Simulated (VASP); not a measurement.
Input of a VASP 6.6.1 run:

The input INCAR:

```
  PREC = Accurate
  ENCUT = 520
  EDIFF = 1E-7
  ISMEAR = -1
  SIGMA = 0.1
  LREAL = False
  LASPH = True
  NELM = 60
  ALGO = Normal
  ISIF = 2
  LWAVE = False
  LCHARG = False
  GGA = RE
  NBANDS = 36
```

KPOINTS

```
regular mesh
0
Gamma
  16 16 5
```

Contents of POSCAR:

```
Ge
1.0
    3.1536382336      0.0000000000      0.0000000000
   -1.5768191168      2.7311308246      0.0000000000
    0.0000000000      0.0000000000     10.3389616617
Ge
4
Direct
    1.0000000000      1.0000000000      0.0000000000
    1.0000000000      1.0000000000      0.5000000000
    0.3333333333      0.6666666667      0.2500000000
    0.6666666667      0.3333333333      0.7500000000
```

Potentials or basis: VASP PAW PBE potentials, release 64 (Ge_d).

The run is started by

```bash
$ cat potpaw_PBE.64/Ge_d/POTCAR > POTCAR
$ mpirun -np 1 vasp_std > vasp.out
```

Task: Estimate the pressure.

Result: -5.3 GPa.

Task: Estimate the band gap on the k mesh.

Result: Zero (band 28 reaches 11.09 eV, above the bottom of band 29 at 3.19 eV).

Stress tensor (GPa, compression positive):
```
-5.56  0.00  0.00
 0.00 -5.56  0.00
 0.00  0.00 -4.82
```

Caveat: the PAW data sets were made with another functional, which shifts forces and pressure a little.
